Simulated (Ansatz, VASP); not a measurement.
# Two plane-wave programs on B

```
B
1.0
    -1.12889    1.12889    1.12889
     1.12889   -1.12889    1.12889
     1.12889    1.12889   -1.12889
B
1
Direct
  0.00000 0.00000 0.00000
```

Alike in both runs: task single point; functional RPBE; k mesh 31 × 31 × 31; occupations fermi-dirac, width 0.1 eV; no spin polarisation.

|  | VASP | Ansatz |
| --- | --- | --- |
| version | VASP 6.6.1 | Ansatz 0.2.0 |
| potentials or method | VASP PAW PBE potentials, release 64 (B), cutoff 520 eV | plane waves (420 eV) with PAW, scalar-relativistic |
| valence electrons in the cell | 3 | 3 |

```csv
,VASP,Ansatz,Ansatz less VASP
pressure (GPa),21.2,21.5,+0.33
```

VASP's potentials were made for PBE, not for RPBE.
